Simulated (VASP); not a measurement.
# MgI2 (I4/mmm) in VASP: single point with HSE06

Aim: the single point of MgI2 with HSE06.

All numbers are computed with VASP 6.6.1; they aren't measurements. Logs are shortened: lines on timing, memory, paths and dates and some standing lists are left out, and cuts for length are marked.

### Step 1. The cell of the first run

Symmetry: I4/mmm, No. 139, tetragonal system. Conventional cell: a = 5.311 Å, b = 5.311 Å, c = 7.354 Å, α = 90.00°, β = 90.00°, γ = 90.00°. Mg (site symmetry 4/mmm) has 8 I at 3.23 Å within 4.2 Å. Within 4.2 Å of I (site symmetry -4m2) lie 4 Mg at 3.23 Å and 6 I at 3.68 to 3.76 Å.

### Step 2. Single point, HSE06 (uniaxial z strain -2.1%)

Input file POSCAR:

```
MgI2
1.0
    0.0000000000      3.7557205871      3.6772260268
    3.7557205871      0.0000000000      3.6772260268
    3.7557205871      3.7557205871      0.0000000000
Mg I
1 2
Direct
    0.0000000000      0.0000000000      0.0000000000
    0.2500000000      0.2500000000      0.2500000000
    0.7500000000      0.7500000000      0.7500000000
```

Input file INCAR.step1:

```
SYSTEM = MgI2
PREC = Accurate
ENCUT = 520
EDIFF = 1E-5
ISMEAR = 0
SIGMA = 0.01
LREAL = .FALSE.
LASPH = .TRUE.
NELM = 80
ALGO = Normal
ISIF = 2
LWAVE = .TRUE.
LCHARG = .FALSE.
NBANDS = 15
GGA = PE
```

Input file INCAR.step2:

```
SYSTEM = MgI2
PREC = Accurate
ENCUT = 520
EDIFF = 1E-6
ISMEAR = 0
SIGMA = 0.01
LREAL = .FALSE.
LASPH = .TRUE.
NELM = 80
ALGO = Normal
ISIF = 2
LWAVE = .FALSE.
LCHARG = .FALSE.
GGA = PE
LHFCALC = .TRUE.
HFSCREEN = 0.2079
PRECFOCK = Normal
NBANDS = 15
ISTART = 1
```

Input file KPOINTS:

```
Automatic mesh
0
G
  4 4 4
  0 0 0
```

Potentials or basis: VASP PAW PBE potentials, release 64 (Mg, I).

On the command line:

```sh
$ cat potpaw_PBE.64/Mg/POTCAR potpaw_PBE.64/I/POTCAR > POTCAR
$ cp INCAR.step1 INCAR
$ mpirun -np 1 vasp_std > vasp.out
$ cp INCAR.step2 INCAR
$ mpirun -np 1 vasp_std > vasp.out
```

OUTCAR:

```text
SYSTEM = MgI2
   PREC = Accurate
   ENCUT = 520
   EDIFF = 1E-6
   ISMEAR = 0
   LREAL = .FALSE.
   LASPH = .TRUE.
   NELM = 80
   ISIF = 2
   GGA = PE
   LHFCALC = .TRUE.
   HFSCREEN = 0.2079
   PRECFOCK = Normal
   ISTART = 1

 ion  position               nearest neighbor table
   1  0.000  0.000  0.000-   3 3.23   2 3.23   3 3.23   2 3.23   3 3.23   3 3.23   2 3.23   2 3.23

   2  0.250  0.250  0.250-   1 3.23   1 3.23   1 3.23   1 3.23
   3  0.750  0.750  0.750-   1 3.23   1 3.23   1 3.23   1 3.23

  LATTYP: Found a body centered tetragonal cell.
 ALAT       =     5.3113909908
 C/A-ratio  =     1.3846564989

  Lattice vectors:

 A1 = (   0.0000000000,  -3.7557205871,  -3.6772260268)
 A2 = (   0.0000000000,   3.7557205871,  -3.6772260268)
 A3 = (   3.7557205871,   0.0000000000,   3.6772260268)

Analysis of symmetry for initial positions (statically):
=====================================================================
 Subroutine PRICEL returns:
 Original cell was already a primitive cell.

 Routine SETGRP: Setting up the symmetry group for a
 body centered tetragonal supercell.

 Subroutine GETGRP returns: Found 16 space group operations
 (whereof 16 operations were pure point group operations)
 out of a pool of 16 trial point group operations.

The static configuration has the point symmetry D_4h.

Analysis of symmetry for dynamics (positions and initial velocities):
=====================================================================
 Subroutine PRICEL returns:
 Original cell was already a primitive cell.

 Routine SETGRP: Setting up the symmetry group for a
 body centered tetragonal supercell.

 Subroutine GETGRP returns: Found 16 space group operations
 (whereof 16 operations were pure point group operations)
 out of a pool of 16 trial point group operations.

The dynamic configuration has the point symmetry D_4h.

 Subroutine INISYM returns: Found 16 space group operations
 (whereof 16 operations are pure point group operations),
 and found     1 'primitive' translations

----------------------------------------------------------------------------------------

                                     Primitive cell

  volume of cell :     103.7378

  direct lattice vectors                    reciprocal lattice vectors
     0.000000000  3.755720587  3.677226027    -0.133130244  0.133130244  0.135972061
     3.755720587  0.000000000  3.677226027     0.133130244 -0.133130244  0.135972061
[... 95 lines left out ...]
     AMIX_MAG =   1.60;   BMIX_MAG =  1.00
  volume/ion in A,a.u.               =      34.58       233.35
  Fermi-wavevector in a.u.,A,eV,Ry     =   0.877949  1.659083 10.487291  0.770794
  Thomas-Fermi vector in A             =   1.997968
   LORBIT       =      0    0 simple, 1 ext, 2 COOP (PROOUT), +10 PAW based schemes
   GGA     = PE    functional components
   LHFCALC =     T    Hartree Fock is set to
   PRECFOCK=normal    Normal, Fast or Accurate (Low or Medium for compatibility)
   ENCUT4O =  -1.0   cutoff for four orbital integrals eV
   NKREDX  =     1    reduce k-point grid by
   NKREDY  =     1    reduce k-point grid by
   NKREDZ  =     1    reduce k-point grid by
   AEXX    =    0.2500 exact exchange contribution
   HFSCREEN=    0.2079 screening length (either q_TF or 0.3 A-1)
   HFSCREENC=   0.2079 screening length for correlation (either q_TF or 0.3 A-1)
   ENCUTFOCK=  -1.0 apply spherical cutoff to Coloumb kernel
   IVDW    =     0    specifies the selected vdW correction
   LEPSILON=     F    determine dielectric tensor
   LRPA    =     F    only Hartree local field effects (RPA)
 non-spin polarized calculation
 Gauss-broadening in eV      SIGMA  =   0.01
  energy-cutoff  :      520.00
  volume of cell :      103.74
 maximum number of plane-waves:      2806
  NGX = 30; NGY = 30; NGZ = 30

 number of electron      15.9999999 magnetization

 Free energy of the ion-electron system (eV)
  ---------------------------------------------------
  ext. energy  EPLUGINS =         0.00000000
  ---------------------------------------------------
  free energy    TOTEN  =        -7.76677024 eV

  energy without entropy =       -7.76677024  energy(sigma->0) =       -7.76677024

 E-fermi :   3.1721     XC(G=0):  -6.8745

 val. band max:        3.0637651784   @ k =   0.5000   0.5000   0.0000
 cond. band min:       4.3425028487   @ k =   0.0000   0.0000   0.0000
 fundamental gap:      1.2787376703
 Fermi energy:         3.1720529252

 k-point     1 :       0.0000    0.0000    0.0000
  band No.  band energies     occupation
      1     -11.2659      2.00000
      2      -9.4307      2.00000
      3      -0.4903      2.00000
      4      -0.3382      2.00000
      5      -0.3382      2.00000
      6       1.5898      2.00000
      7       1.5898      2.00000
      8       1.8747      2.00000
      9       4.3425      0.00000
     10       6.7837      0.00000
     11       6.7837      0.00000
     12       6.7933      0.00000
     13       8.8203      0.00000
     14       8.9929      0.00000
[... 203 lines left out ...]
      2     -10.3212      2.00000
      3      -2.2172      2.00000
      4      -1.5745      2.00000
      5       0.2467      2.00000
      6       0.2467      2.00000
      7       2.4639      2.00000
      8       2.6343      2.00000
      9       5.7530      0.00000
     10       7.9401      0.00000
     11       9.2447      0.00000
     12       9.2447      0.00000
     13      11.5283      0.00000
     14      11.7465      0.00000
     15      11.7465      0.00000

------------------------ aborting loop because EDIFF is reached ----------------------------------------

  FORCE on cell =-STRESS in cart. coord.  units (eV):
  Direction    XX          YY          ZZ          XY          YZ          ZX
  --------------------------------------------------------------------------------------
  -------------------------------------------------------------------------------------
  Total       -0.3769814     -0.3769814      0.9422307      0.0000000      0.0000000     -0.0000000
  in kB       -5.8222872     -5.8222872     14.5522777      0.0000000      0.0000000     -0.0000000
  external PRESSURE =       0.9692345 kB  Pullay stress =       0.0000000 kB

 VOLUME and BASIS-vectors are now :
 -----------------------------------------------------------------------------
  energy-cutoff  :      520.00
  volume of cell :      103.74
      direct lattice vectors                 reciprocal lattice vectors
     0.000000000  3.755720587  3.677226027    -0.133130244  0.133130244  0.135972061
     3.755720587  0.000000000  3.677226027     0.133130244 -0.133130244  0.135972061
     3.755720587  3.755720587  0.000000000     0.133130244  0.133130244 -0.135972061

 POSITION                                       TOTAL-FORCE (eV/Angst)
 -----------------------------------------------------------------------------------
      0.00000      0.00000      0.00000        -0.000000      0.000000      0.000000
      1.87786      1.87786      1.83861         0.000000      0.000000      0.000000
      5.63358      5.63358      5.51584        -0.000000     -0.000000     -0.000000
 -----------------------------------------------------------------------------------
    total drift:                                0.000000      0.000000      0.000101

  FREE ENERGIE OF THE ION-ELECTRON SYSTEM (eV)
  ---------------------------------------------------
  free  energy   TOTEN  =        -7.7667702402 eV

  energy  without entropy=       -7.7667702402  energy(sigma->0) =       -7.76677024
```

OUTCAR.step1:

```text
SYSTEM = MgI2
   PREC = Accurate
   ENCUT = 520
   EDIFF = 1E-5
   ISMEAR = 0
   LREAL = .FALSE.
   LASPH = .TRUE.
   NELM = 80
[... 445 lines left out ...]
      0.00000      0.00000      0.00000         0.000000     -0.000000     -0.000000
      1.87786      1.87786      1.83861         0.000000      0.000000      0.000000
      5.63358      5.63358      5.51584        -0.000000     -0.000000     -0.000000
 -----------------------------------------------------------------------------------
    total drift:                                0.000000     -0.000000      0.000000

  FREE ENERGIE OF THE ION-ELECTRON SYSTEM (eV)
  ---------------------------------------------------
  free  energy   TOTEN  =        -6.3819648945 eV

  energy  without entropy=       -6.3819648945  energy(sigma->0) =       -6.38196489
```

Run time: 18 min. Hardware: 1 thread of AMD EPYC 7R13 (Zen 3), shared host; peak memory 0.33 GiB.

Results:

```yaml
Free_energy: -7.7668 eV
Pressure: 0.1 GPa
Band_gap_on_the_k_mesh: 1.28 eV (least direct gap 1.54 eV)
```

Caveat: the cell differs from its parent crystal (uniaxial z strain -2.1%); the structure was generated, so it needn't be the stable form of MgI2; the PAW data sets were made with another functional, which shifts forces and pressure a little; spin-orbit coupling is left out, which moves the levels of the heavy elements. A k mesh can miss the band edges.
